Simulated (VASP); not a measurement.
# Mg3Zn2O (R-3m) in VASP: further runs, part 2 of 2

VASP 6.6.1. The steps go on from the part before.

## (4) Single point, PBE

This run uses another cell than the first one, of 15.89 Å³/atom.

File INCAR:

```
  PREC = Accurate
  ENCUT = 520
  EDIFF = 1E-6
  ISMEAR = 0
  SIGMA = 0.1
  LREAL = False
  LASPH = True
  NELM = 100
  ALGO = Normal
  ISIF = 2
  LWAVE = False
  LCHARG = True
  GGA = PE
  LELF = True
  LVHAR = True
  NBANDS = 27
```

File KPOINTS:

```
regular mesh
0
Gamma
  12 12 12
```

File POSCAR:

```
Mg3Zn2O
1.0
    2.9199812339      1.6858519514      3.2272962947
   -2.9199812339      1.6858519514      3.2272962947
    0.0000000000     -3.3717039028      3.2272962947
Mg Zn O
3 2 1
Direct
    0.0000000000      0.0000000000      0.5000000000
    0.0000000000      0.5000000000      0.0000000000
    0.5000000000      0.0000000000      0.0000000000
    0.6197952810      0.6197952810      0.6197952810
    0.3802047190      0.3802047190      0.3802047190
    0.0000000000      0.0000000000      0.0000000000
```

Potentials or basis: VASP PAW PBE potentials, release 64 (Mg, Zn, O).

Launch:

```
cat potpaw_PBE.64/Mg/POTCAR potpaw_PBE.64/Zn/POTCAR potpaw_PBE.64/O/POTCAR > POTCAR
mpirun -np 1 vasp_std > vasp.out
```

OUTCAR:

```text
PREC = Accurate
   ENCUT = 520
   EDIFF = 1E-6
   ISMEAR = 0
   LREAL = False
   LASPH = True
   NELM = 100
   ISIF = 2
   GGA = PE

 ion  position               nearest neighbor table
   1  0.000  0.000  0.500-   6 2.33   6 2.33   4 2.67   5 2.67   3 2.92   2 2.92   2 2.92   3 2.92
                             4 3.14   5 3.14   4 3.14   5 3.14   2 3.64   2 3.64   3 3.64   3 3.64
   2  0.000  0.500  0.000-   6 2.33   6 2.33   4 2.67   5 2.67   1 2.92   1 2.92   3 2.92   3 2.92
                             4 3.14   5 3.14   4 3.14   5 3.14   3 3.64   3 3.64   1 3.64   1 3.64
   3  0.500  0.000  0.000-   6 2.33   6 2.33   4 2.67   5 2.67   1 2.92   1 2.92   2 2.92   2 2.92
                             5 3.14   4 3.14   5 3.14   4 3.14   2 3.64   2 3.64   1 3.64   1 3.64
   4  0.620  0.620  0.620-   5 2.32   1 2.67   3 2.67   2 2.67   2 3.14   3 3.14   3 3.14   2 3.14
                             1 3.14   1 3.14
   5  0.380  0.380  0.380-   4 2.32   1 2.67   3 2.67   2 2.67   2 3.14   3 3.14   2 3.14   3 3.14
                             1 3.14   1 3.14
   6  0.000  0.000  0.000-   1 2.33   1 2.33   3 2.33   2 2.33   2 2.33   3 2.33

  LATTYP: Found a trigonal (rhomboedric) cell.
 ALAT       =     4.6673149221
 COS(alpha) =     0.2171908281

  Lattice vectors:

 A1 = (   2.9199812339,   1.6858519514,   3.2272962947)
 A2 = (  -2.9199812339,   1.6858519514,   3.2272962947)
 A3 = (   0.0000000000,  -3.3717039028,   3.2272962947)

Analysis of symmetry for initial positions (statically):
=====================================================================
 Subroutine PRICEL returns:
 Original cell was already a primitive cell.

 Routine SETGRP: Setting up the symmetry group for a
 trigonal (rhombohedral) supercell.

 Subroutine GETGRP returns: Found 12 space group operations
 (whereof 12 operations were pure point group operations)
 out of a pool of 12 trial point group operations.

The static configuration has the point symmetry D_3d.

Analysis of symmetry for dynamics (positions and initial velocities):
=====================================================================
 Subroutine PRICEL returns:
 Original cell was already a primitive cell.

 Routine SETGRP: Setting up the symmetry group for a
 trigonal (rhombohedral) supercell.

 Subroutine GETGRP returns: Found 12 space group operations
 (whereof 12 operations were pure point group operations)
 out of a pool of 12 trial point group operations.

The dynamic configuration has the point symmetry D_3d.

 Subroutine INISYM returns: Found 12 space group operations
 (whereof 12 operations are pure point group operations),
 and found     1 'primitive' translations

----------------------------------------------------------------------------------------

                                     Primitive cell

  volume of cell :      95.3212

  direct lattice vectors                    reciprocal lattice vectors
     2.919981234  1.685851951  3.227296295     0.171233977  0.098861983  0.103285631
    -2.919981234  1.685851951  3.227296295    -0.171233977  0.098861983  0.103285631
     0.000000000 -3.371703903  3.227296295     0.000000000 -0.197723966  0.103285631

  length of vectors
     4.667314922  4.667314922  4.667314922     0.223075521  0.223075521  0.223075521

  position of ions in fractional coordinates (direct lattice)
[... 36 lines left out ...]

 Subroutine IBZKPT returns following result:
 ===========================================

 Found    189 irreducible k-points:

 Following reciprocal coordinates:
            Coordinates               Weight
  0.000000  0.000000  0.000000      1.000000
  0.083333  0.000000  0.000000      6.000000
  0.166667  0.000000 -0.000000      6.000000
  0.250000  0.000000  0.000000      6.000000
  0.333333  0.000000 -0.000000      6.000000
  0.416667  0.000000  0.000000      6.000000
[... 16 lines left out ...]
  0.500000  0.166667  0.000000     12.000000
 -0.416667  0.166667 -0.000000     12.000000
 [... further k-points ...]
   k-points           NKPTS =    189   k-points in BZ     NKDIM =    189   number of bands    NBANDS=     27
   number of dos      NEDOS =    301   number of ions     NIONS =      6
   total plane-waves  NPLWV =  46656
   dimension x,y,z NGX =    36 NGY =   36 NGZ =   36
   dimension x,y,z NGXF=    72 NGYF=   72 NGZF=   72
   ions per type =               3   2   1
   NGX,Y,Z   is equivalent  to a cutoff of  12.82, 12.82, 12.82 a.u.
   NGXF,Y,Z  is equivalent  to a cutoff of  25.65, 25.65, 25.65 a.u.
 SYSTEM =  unknown system
   PREC   = accura    normal or accurate (medium, high low for compatibility)
   ISTART =      0    job   : 0-new  1-cont  2-samecut
   ICHARG =      2    charge: 1-file 2-atom 10-const
   ISPIN  =      1    spin polarized calculation?
   LNONCOLLINEAR =      F non collinear calculations
   LSORBIT =      F    spin-orbit coupling
   LASPH  =      T    aspherical Exc in radial PAW
   ENCUT  =  520.0 eV  38.22 Ry    6.18 a.u.   8.68  8.68  8.68*2*pi/ulx,y,z
   NELM   =    100;   NELMIN=  2; NELMDL= -5     # of ELM steps
   EDIFF  = 0.1E-05   stopping-criterion for ELM
   LREAL  =      F    real-space projection
[... 7 lines left out ...]
   TEBEG  =    0.0;   TEEND  =   0.0 temperature during run
   PSTRESS=    0.0 pullay stress
   NELECT =      36.0000    total number of electrons
   NUPDOWN=      -1.0000    fix difference up-down
   EMIN   =  10.00;   EMAX   =-10.00  energy-range for DOS
   EFERMI =   0.00;   METHOD = LEGACY
   ISMEAR =     0;   SIGMA  =   0.10  broadening in eV -4-tet -1-fermi 0-gaus
   EFERMI_NEDOS =   21; number of points for ismear=-14 and -15
   IALGO  =     38    algorithm
   IMIX   =      4    mixing-type and parameters
     AMIX     =   0.40;   BMIX     =  1.00
     AMIX_MAG =   1.60;   BMIX_MAG =  1.00
  volume/ion in A,a.u.               =      15.89       107.21
  Fermi-wavevector in a.u.,A,eV,Ry     =   1.183348  2.236203 19.052407  1.400312
  Thomas-Fermi vector in A             =   2.319584
   LORBIT       =      0    0 simple, 1 ext, 2 COOP (PROOUT), +10 PAW based schemes
   GGA     = PE    functional components
   LHFCALC =     F    Hartree Fock is set to
   AEXX    =    0.0000 exact exchange contribution
   IVDW    =     0    specifies the selected vdW correction
   LEPSILON=     F    determine dielectric tensor
   LRPA    =     F    only Hartree local field effects (RPA)
 non-spin polarized calculation
 Gauss-broadening in eV      SIGMA  =   0.10
  energy-cutoff  :      520.00
  volume of cell :       95.32
 maximum number of plane-waves:      2589
   NGX = 17   NGY = 17   NGZ = 17

 number of electron      35.9999964 magnetization

 Free energy of the ion-electron system (eV)
  ---------------------------------------------------
  ext. energy  EPLUGINS =         0.00000000
  ---------------------------------------------------
  free energy    TOTEN  =       -15.29922856 eV

  energy without entropy =      -15.29205980  energy(sigma->0) =      -15.29564418

 E-fermi :   3.2434     XC(G=0):  -9.9878

 val. band max:        3.2362019270   @ k =   0.1667   0.1667   0.0833
 cond. band min:       3.2448790330   @ k =   0.5000   0.0833   0.0000
 fundamental gap:      0.0086771060
 Fermi energy:         3.2434311093

 k-point     1 :       0.0000    0.0000    0.0000
  band No.  band energies     occupation
      1     -14.6677      2.00000
      2      -4.8876      2.00000
      3      -4.4304      2.00000
      4      -4.4304      2.00000
      5      -4.1469      2.00000
      6      -4.1469      2.00000
[... 709 lines left out ...]
     26      10.7207      0.00000
     27      11.2448      0.00000

 [... further k-points ...]

------------------------ aborting loop because EDIFF is reached ----------------------------------------

  FORCE on cell =-STRESS in cart. coord.  units (eV):
  Direction    XX          YY          ZZ          XY          YZ          ZX
  --------------------------------------------------------------------------------------
  -------------------------------------------------------------------------------------
  Total       -0.0963892     -0.0963892      0.0018839      0.0000000      0.0000000      0.0000000
  in kB       -1.6201279     -1.6201279      0.0316651      0.0000000      0.0000000      0.0000000
  external PRESSURE =      -1.0695302 kB  Pullay stress =       0.0000000 kB

 VOLUME and BASIS-vectors are now :
 -----------------------------------------------------------------------------
  energy-cutoff  :      520.00
  volume of cell :       95.32
      direct lattice vectors                 reciprocal lattice vectors
     2.919981234  1.685851951  3.227296295     0.171233977  0.098861983  0.103285631
    -2.919981234  1.685851951  3.227296295    -0.171233977  0.098861983  0.103285631
     0.000000000 -3.371703903  3.227296295     0.000000000 -0.197723966  0.103285631

 POSITION                                       TOTAL-FORCE (eV/Angst)
 -----------------------------------------------------------------------------------
      0.00000     -1.68585      1.61365         0.000000      0.000000      0.000000
     -1.45999      0.84293      1.61365        -0.000000      0.000000     -0.000000
      1.45999      0.84293      1.61365         0.000000      0.000000      0.000000
      0.00000      0.00000      6.00079         0.000000     -0.000000      0.037680
      0.00000      0.00000      3.68110         0.000000      0.000000     -0.037680
      0.00000      0.00000      0.00000         0.000000      0.000000      0.000000
 -----------------------------------------------------------------------------------
    total drift:                               -0.000000     -0.000000      0.000000

  FREE ENERGIE OF THE ION-ELECTRON SYSTEM (eV)
  ---------------------------------------------------
  free  energy   TOTEN  =       -15.2992285619 eV

  energy  without entropy=      -15.2920598013  energy(sigma->0) =      -15.29564418
```

Wall time 5.1 min (1 thread of Intel Xeon Platinum 8259CL at 2.50GHz (Skylake/Cascade Lake), shared host); peak memory 0.55 GiB.

What came out:

* Free energy: -15.2992 eV
* Pressure: -0.1 GPa
* Largest force: 0.038 eV/Å
* Band gap on the k mesh: zero (bands 18 and 19 overlap by 2.19 eV)

Forces in eV/Å, atoms in the order of the input:
```
Mg   0.000  0.000  0.000
Mg   0.000  0.000  0.000
Mg   0.000  0.000  0.000
Zn   0.000  0.000  0.038
Zn   0.000  0.000 -0.038
O    0.000  0.000  0.000
```

Levels at points of the mesh, in eV from the Fermi level:
```csv
k point,band 16,band 17,band 18,band 19,band 20,band 21
"(0.00, 0.00, 0.00)",-1.14,0.19,0.19,0.29,1.37,1.37
"(0.50, 0.00, 0.00)",-3.00,-0.07,0.24,0.78,1.06,3.14
"(0.50, 0.50, 0.00)",-2.35,-2.05,-1.05,0.92,1.86,3.78
"(0.50, 0.50, 0.50)",-3.84,-1.98,-1.98,-0.98,2.51,2.51
```

## (5) Summary

| spin | cell | k mesh | gap on the mesh (eV) | pressure (GPa) | moment (μB) | largest force (eV/Å) |
| --- | --- | --- | --- | --- | --- | --- |
| collinear, ferromagnetic start | a = 4.785 Å, angles 66.5°, 6 atoms, atomic positions A | 6 × 6 × 6 | none | 5.4 | 0.00 | 0.63 |
| collinear, ferromagnetic start | a = 4.666 Å, angles 77.3°, 6 atoms, atomic positions B | 6 × 6 × 6 | none | 0.0 | 0.00 | 0.03 |
| off | a = 4.667 Å, angles 77.5°, 6 atoms, atomic positions B | 12 × 12 × 12 | none | -0.1 | - | 0.04 |

Alike in all rows: task single point; level PBE; potentials or basis VASP PAW PBE potentials, release 64 (Mg, Zn, O); cutoff (eV) 520; smearing gaussian 0.1 eV.

Caveats: the cell stands under pressure (at least some runs).

Absolute energies hang on the potentials; compare differences alone.
